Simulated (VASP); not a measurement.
# Hf5C4 in VASP: single point with PBE

Aim: the single point of Hf5C4 with PBE.

Everything below comes from runs of VASP 6.6.1. Logs are shortened: lines on timing, memory, paths and dates and some standing lists are left out, and cuts for length are marked.

## Step 1: The cell of the first run

The cell holds a slab with vacuum, 9 atoms: a = 3.289 Å, b = 3.289 Å, c = 25.742 Å, α = 90.00°, β = 90.00°, γ = 120.00°.

## Step 2: Single point, PBE, non-collinear spin, zero start, spin-orbit coupling

The input, INCAR:

```
PREC     = Accurate       # precision mode
ENCUT    = 520            # plane-wave cutoff, eV
EDIFF    = 1E-7           # SCF threshold, eV
ISMEAR   = 0              # smearing method
SIGMA    = 0.1            # smearing width, eV
LREAL    = F              # projectors in reciprocal space
LASPH    = T              # aspherical terms in the spheres
NELM     = 150            # most SCF steps
ALGO     = Normal         # electronic algorithm
ISIF     = 2              # what is computed and relaxed
LWAVE    = F              # write WAVECAR
LCHARG   = F              # write CHGCAR
MAGMOM   = 0 0 0 0 0 0 0 0 0 0 0 0 0 0 0 0 0 0 0 0 0 0 0 0 0 0 0 # initial moments
LORBIT   = 11             # projections on sites
LSORBIT  = T              # spin-orbit coupling
GGA_COMPAT= F            
LORBMOM  = T            
LMAXMIX  = 4              # l up to which the mixer works
LDIPOL   = T            
IDIPOL   = 3            
DIPOL    = 0.5 0.5 0.500
GGA      = PE             # functional
NBANDS   = 85             # bands
KPAR     = 2
```

The input, KPOINTS:

```
Automatic mesh
0
Gamma
  12 12 1
```

The input, POSCAR:

```
Hf5C4
1.0
    3.2891025626      0.0000000000      0.0000000000
   -1.6445512813      2.8484463749      0.0000000000
    0.0000000000      0.0000000000     25.7421639869
Hf C
5 4
Direct
    0.3333333333      0.6666666667      0.2968193795
    0.0000000000      0.0000000000      0.3983952510
    0.6666666667      0.3333333333      0.5000000003
    0.3333333333      0.6666666667      0.6016047511
    0.0000000000      0.0000000000      0.7031806219
    0.6666666667      0.3333333333      0.3408224584
    0.3333333333      0.6666666667      0.4475315372
    0.0000000000      0.0000000000      0.5524684620
    0.6666666667      0.3333333333      0.6591775386
```

Potentials or basis: VASP PAW PBE potentials, release 64 (Hf_pv, C).

Command:

```
> cat potpaw_PBE.64/Hf_pv/POTCAR potpaw_PBE.64/C/POTCAR > POTCAR
> mpirun -np 2 vasp_ncl > vasp.out
```

OUTCAR:

```text
PREC = Accurate
   ENCUT = 520
   EDIFF = 1E-7
   ISMEAR = 0
   LREAL = F
   LASPH = T
   NELM = 150
   ISIF = 2
   LORBIT = 11
   LSORBIT = T
   GGA = PE

 ion  position               nearest neighbor table
   1  0.333  0.667  0.297-   6 2.21   6 2.21   6 2.21   2 3.23   2 3.23   2 3.23
   2  0.000  0.000  0.398-   7 2.28   7 2.28   7 2.28   6 2.41   6 2.41   6 2.41   1 3.23   1 3.23
                             1 3.23   3 3.23   3 3.23   3 3.23
   3  0.667  0.333  0.500-   8 2.33   8 2.33   8 2.33   7 2.33   7 2.33   7 2.33   2 3.23   2 3.23
                             2 3.23   4 3.23   4 3.23   4 3.23
   4  0.333  0.667  0.602-   8 2.28   8 2.28   8 2.28   9 2.41   9 2.41   9 2.41   5 3.23   5 3.23
                             5 3.23   3 3.23   3 3.23   3 3.23
   5  0.000  0.000  0.703-   9 2.21   9 2.21   9 2.21   4 3.23   4 3.23   4 3.23
   6  0.667  0.333  0.341-   1 2.21   1 2.21   1 2.21   2 2.41   2 2.41   2 2.41
   7  0.333  0.667  0.448-   2 2.28   2 2.28   2 2.28   3 2.33   3 2.33   3 2.33
   8  0.000  0.000  0.552-   4 2.28   4 2.28   4 2.28   3 2.33   3 2.33   3 2.33
   9  0.667  0.333  0.659-   5 2.21   5 2.21   5 2.21   4 2.41   4 2.41   4 2.41

  LATTYP: Found a hexagonal cell.
 ALAT       =     3.2891025626
 C/A-ratio  =     7.8265008454

  Lattice vectors:

 A1 = (   3.2891025626,   0.0000000000,   0.0000000000)
 A2 = (  -1.6445512813,   2.8484463749,   0.0000000000)
 A3 = (   0.0000000000,   0.0000000000,  25.7421639869)

Analysis of symmetry for initial positions (statically):
=====================================================================
 Subroutine PRICEL returns:
 Original cell was already a primitive cell.

 Routine SETGRP: Setting up the symmetry group for a
 hexagonal supercell.

 Subroutine GETGRP returns: Found 12 space group operations
 (whereof  6 operations were pure point group operations)
 out of a pool of 24 trial point group operations.

The static configuration has the point symmetry C_3v.
 The point group associated with its full space group is D_3d.

Analysis of symmetry for dynamics (positions and initial velocities):
=====================================================================
 Subroutine PRICEL returns:
 Original cell was already a primitive cell.

 Routine SETGRP: Setting up the symmetry group for a
 hexagonal supercell.

 Subroutine GETGRP returns: Found 12 space group operations
 (whereof  6 operations were pure point group operations)
 out of a pool of 24 trial point group operations.

The dynamic configuration has the point symmetry C_3v.
 The point group associated with its full space group is D_3d.

Analysis of structural, dynamic, and magnetic symmetry:
=====================================================================
 Subroutine PRICEL returns:
 Original cell was already a primitive cell.

 Routine SETGRP: Setting up the symmetry group for a
 hexagonal supercell.

 Subroutine GETGRP returns: Found 12 space group operations
 (whereof  6 operations were pure point group operations)
 out of a pool of 24 trial point group operations.

The overall configuration has the point symmetry C_3v.
 The point group associated with its full space group is D_3d.

 Subroutine INISYM returns: Found 12 space group operations
 (whereof  6 operations are pure point group operations),
 and found     1 'primitive' translations

----------------------------------------------------------------------------------------

                                     Primitive cell

  volume of cell :     241.1740

  direct lattice vectors                    reciprocal lattice vectors
     3.289102563  0.000000000  0.000000000     0.304034301  0.175534286  0.000000000
    -1.644551281  2.848446375  0.000000000     0.000000000  0.351068572  0.000000000
     0.000000000  0.000000000 25.742163987     0.000000000  0.000000000  0.038846773

  length of vectors
     3.289102563  3.289102563 25.742163987     0.351068572  0.351068572  0.038846773

  position of ions in fractional coordinates (direct lattice)
     0.333333333  0.666666667  0.296819380
     0.000000000  0.000000000  0.398395251
     0.666666667  0.333333333  0.500000000
     0.333333333  0.666666667  0.601604751
     0.000000000  0.000000000  0.703180622
     0.666666667  0.333333333  0.340822458
     0.333333333  0.666666667  0.447531537
     0.000000000  0.000000000  0.552468462
     0.666666667  0.333333333  0.659177539

  ion indices of the primitive-cell ions
   primitive index   ion index
                 1           1
                 2           2
                 3           3
                 4           4
[... 1678 lines left out ...]
  Direction    XX          YY          ZZ          XY          YZ          ZX
  --------------------------------------------------------------------------------------
  -------------------------------------------------------------------------------------
  Total       -0.2976615     -0.2976615     -0.5181317      0.0000000      0.0000000     -0.0000000
  in kB       -1.9774371     -1.9774371     -3.4420744      0.0000000      0.0000000     -0.0000000
  external PRESSURE =      -2.4656495 kB  Pullay stress =       0.0000000 kB

 VOLUME and BASIS-vectors are now :
 -----------------------------------------------------------------------------
  energy-cutoff  :      520.00
  volume of cell :      241.17
      direct lattice vectors                 reciprocal lattice vectors
     3.289102563  0.000000000  0.000000000     0.304034301  0.175534286  0.000000000
    -1.644551281  2.848446375  0.000000000     0.000000000  0.351068572  0.000000000
     0.000000000  0.000000000 25.742163987     0.000000000  0.000000000  0.038846773

 POSITION                                       TOTAL-FORCE (eV/Angst)
 -----------------------------------------------------------------------------------
     -0.00000      1.89896      7.64077        -0.000000      0.000000      0.083504
      0.00000      0.00000     10.25556        -0.000000      0.000000     -0.016234
      1.64455      0.94948     12.87108         0.000000      0.000000     -0.000000
     -0.00000      1.89896     15.48661         0.000000     -0.000000      0.016234
      0.00000      0.00000     18.10139         0.000000      0.000000     -0.083504
      1.64455      0.94948      8.77351         0.000000     -0.000000     -0.038863
     -0.00000      1.89896     11.52043        -0.000000      0.000000      0.005577
      0.00000      0.00000     14.22173        -0.000000     -0.000000     -0.005577
      1.64455      0.94948     16.96866        -0.000000      0.000000      0.038863
 -----------------------------------------------------------------------------------
    total drift:                               -0.000000      0.000000     -0.000027

  FREE ENERGIE OF THE ION-ELECTRON SYSTEM (eV)
  ---------------------------------------------------
  free  energy   TOTEN  =       -95.5333348963 eV

  energy  without entropy=      -95.5035638121  energy(sigma->0) =      -95.51844935

 vacuum level on the upper side and lower side of the slab         5.457         5.457

 orbital moment (x)

 # of ion     p       d       tot
 ----------------------------------------
  1         0.000  -0.000   0.000
  2         0.000   0.000   0.000
  3         0.000  -0.000  -0.000
  4         0.000   0.000   0.000
  5         0.000  -0.000   0.000
  6         0.000   0.000   0.000
  7        -0.000   0.000  -0.000
  8        -0.000   0.000  -0.000
  9         0.000   0.000   0.000
 ----------------------------------------
            0.000  -0.000   0.000

 orbital moment (y)

 # of ion     p       d       tot
 ----------------------------------------
  1         0.000  -0.000   0.000
  2         0.000  -0.000  -0.000
  3        -0.000   0.000  -0.000
  4         0.000  -0.000  -0.000
  5         0.000   0.000   0.000
  6         0.000   0.000   0.000
  7        -0.000   0.000  -0.000
  8         0.000   0.000   0.000
  9        -0.000   0.000  -0.000
 ----------------------------------------
            0.000   0.000   0.000

 orbital moment (z)

 # of ion     p       d       tot
 ----------------------------------------
  1         0.000   0.000   0.000
  2         0.000   0.000   0.000
  3         0.000   0.000   0.000
  4         0.000   0.000   0.000
  5         0.000   0.000   0.000
  6         0.000   0.000   0.000
  7         0.000   0.000   0.000
  8         0.000   0.000   0.000
  9        -0.000   0.000  -0.000
 ----------------------------------------
            0.000   0.000   0.000

 Spin-Orbit-Coupling matrix elements

 Ion:    1  E_soc:     -1.3534213
 l=   1
     0.0000000    -0.2170465    -0.2152968
    -0.2170465     0.0000000    -0.2170465
    -0.2152968    -0.2170465     0.0000000
 l=   2
     0.0000000    -0.0022297     0.0000000    -0.0022297    -0.0074602
    -0.0022297     0.0000000    -0.0047025    -0.0015367    -0.0022297
     0.0000000    -0.0047025     0.0000000    -0.0047025     0.0000000
    -0.0022297    -0.0015367    -0.0047025     0.0000000    -0.0022297
    -0.0074602    -0.0022297     0.0000000    -0.0022297     0.0000000
 l=   3
     0.0000000     0.0000000     0.0000000     0.0000000     0.0000000     0.0000000     0.0000000
     0.0000000     0.0000000     0.0000000     0.0000000     0.0000000     0.0000000     0.0000000
     0.0000000     0.0000000     0.0000000     0.0000000     0.0000000     0.0000000     0.0000000
     0.0000000     0.0000000     0.0000000     0.0000000     0.0000000     0.0000000     0.0000000
[... 149 lines left out ...]
 l=   2
     0.0000000     0.0000000     0.0000000     0.0000000     0.0000000
     0.0000000     0.0000000     0.0000000     0.0000000     0.0000000
     0.0000000     0.0000000     0.0000000     0.0000000     0.0000000
     0.0000000     0.0000000     0.0000000     0.0000000     0.0000000
     0.0000000     0.0000000     0.0000000     0.0000000     0.0000000
 l=   3
     0.0000000     0.0000000     0.0000000     0.0000000     0.0000000     0.0000000     0.0000000
     0.0000000     0.0000000     0.0000000     0.0000000     0.0000000     0.0000000     0.0000000
     0.0000000     0.0000000     0.0000000     0.0000000     0.0000000     0.0000000     0.0000000
     0.0000000     0.0000000     0.0000000     0.0000000     0.0000000     0.0000000     0.0000000
     0.0000000     0.0000000     0.0000000     0.0000000     0.0000000     0.0000000     0.0000000
     0.0000000     0.0000000     0.0000000     0.0000000     0.0000000     0.0000000     0.0000000
     0.0000000     0.0000000     0.0000000     0.0000000     0.0000000     0.0000000     0.0000000

 total charge

# of ion       s       p       d       tot
------------------------------------------
    1        0.353   6.515   1.647   8.515
    2        0.308   6.652   1.690   8.650
    3        0.310   6.669   1.687   8.665
    4        0.308   6.652   1.690   8.650
    5        0.353   6.515   1.647   8.515
    6        0.878   1.522   0.000   2.400
    7        0.874   1.526   0.000   2.399
    8        0.874   1.526   0.000   2.399
    9        0.878   1.522   0.000   2.400
--------------------------------------------------
tot          5.134  39.098   8.361  52.592

 magnetization (x)

# of ion       s       p       d       tot
------------------------------------------
    1        0.000   0.000   0.000   0.000
    2       -0.000   0.000   0.000   0.000
    3       -0.000  -0.000   0.000  -0.000
    4       -0.000   0.000   0.000  -0.000
    5        0.000   0.000   0.000   0.000
    6       -0.000   0.000   0.000   0.000
    7        0.000  -0.000   0.000  -0.000
    8        0.000  -0.000   0.000  -0.000
    9       -0.000   0.000   0.000   0.000
--------------------------------------------------
tot         -0.000   0.000   0.000   0.000

 magnetization (y)

# of ion       s       p       d       tot
------------------------------------------
    1        0.000   0.000   0.000   0.000
    2        0.000   0.000   0.000   0.000
    3        0.000  -0.000   0.000  -0.000
    4        0.000   0.000   0.000   0.000
    5        0.000   0.000   0.000   0.000
    6       -0.000  -0.000   0.000  -0.000
    7        0.000  -0.000   0.000  -0.000
    8        0.000  -0.000   0.000  -0.000
    9       -0.000  -0.000   0.000  -0.000
--------------------------------------------------
tot         -0.000  -0.000   0.000   0.000

 magnetization (z)

# of ion       s       p       d       tot
------------------------------------------
    1        0.000   0.000   0.000   0.000
    2       -0.000   0.000   0.000   0.000
    3        0.000  -0.000   0.000  -0.000
    4        0.000   0.000  -0.000  -0.000
    5        0.000   0.000   0.000   0.000
    6        0.000  -0.000   0.000  -0.000
    7        0.000  -0.000   0.000  -0.000
    8        0.000  -0.000   0.000  -0.000
    9       -0.000  -0.000   0.000  -0.000
--------------------------------------------------
tot          0.000  -0.000   0.000   0.000
```

It took 13 min on 2 MPI ranks of Intel Xeon 6975P-C (Granite Rapids), shared host; peak memory 1.2 GiB.

Results:

- Free energy: -95.5333 eV
- Largest force: 0.084 eV/Å
- Net moment: 0.00 μB per cell
- Valence electrons inside the program's atomic spheres: Hf 8.52, 8.65, 8.66 (each value once); C 2.40

Forces in eV/Å, atoms in the order of the input:
```
Hf   0.000  0.000  0.084
Hf   0.000  0.000 -0.016
Hf   0.000  0.000  0.000
Hf   0.000  0.000  0.016
Hf   0.000  0.000 -0.084
C    0.000  0.000 -0.039
C    0.000  0.000  0.006
C    0.000  0.000 -0.006
C    0.000  0.000  0.039
```

Moments on the atoms (μB; x, y, z):
```
Hf  0.00 0.00 0.00
Hf  0.00 0.00 0.00
Hf  0.00 0.00 0.00
Hf  0.00 0.00 0.00
Hf  0.00 0.00 0.00
C   0.00 0.00 0.00
C   0.00 0.00 0.00
C   0.00 0.00 0.00
C   0.00 0.00 0.00
```
